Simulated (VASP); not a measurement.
Write the native input for VASP 6.6.1 that does the following.

| Property | Result |
| --- | --- |
| Task | single point |
| Functional | LDA |
| Potentials or basis | VASP PAW LDA potentials, release 64 (Ti_sv, Rh_sv_GW) |
| Cutoff | 530 eV |
| k mesh | 12 × 12 × 11 |
| Occupations | fermi-dirac, width 0.05 eV |
| Spin | no spin polarisation |
| Dipole correction | no |
| Second run | valence_matched |
| Further INCAR settings | ALGO = Normal; EDIFF = 1e-06; NBANDS = 22 |

The structure of TiRh lies in POSCAR:

```
TiRh
1.0
    2.2386528970      0.0000000000      0.0000000000
    0.0000000000      2.2386528970      0.0000000000
    0.0000000000      0.0000000000      2.9840251196
Ti Rh
1 1
Direct
    0.5000000000      0.5000000000      0.5000000000
    0.0000000000      0.0000000000      0.0000000000
```

One way to write it, as run:

INCAR

```
PREC = Accurate
ENCUT = 530
EDIFF = 1E-6
ISMEAR = -1
SIGMA = 0.05
LREAL = F
LASPH = T
NELM = 120
ALGO = Normal
ISIF = 2
LWAVE = F
LCHARG = F
GGA = CA
NBANDS = 22
GGA_COMPAT = F
```

KPOINTS

```
regular mesh
0
Gamma
  12 12 11
```

Potentials or basis: VASP PAW LDA potentials, release 64 (Ti_sv, Rh_sv_GW).

Run with:

```sh
$ cat potpaw_LDA.64/Ti_sv/POTCAR potpaw_LDA.64/Rh_sv_GW/POTCAR > POTCAR
$ mpirun -np 1 vasp_std > vasp.out
```

Results of the run:

```yaml
Pressure: 504.9 GPa
```

It took 26 s on 1 thread of Intel(R) Xeon(R) 6975P-C (Granite Rapids), on a shared host, peak memory 0.19 GiB.
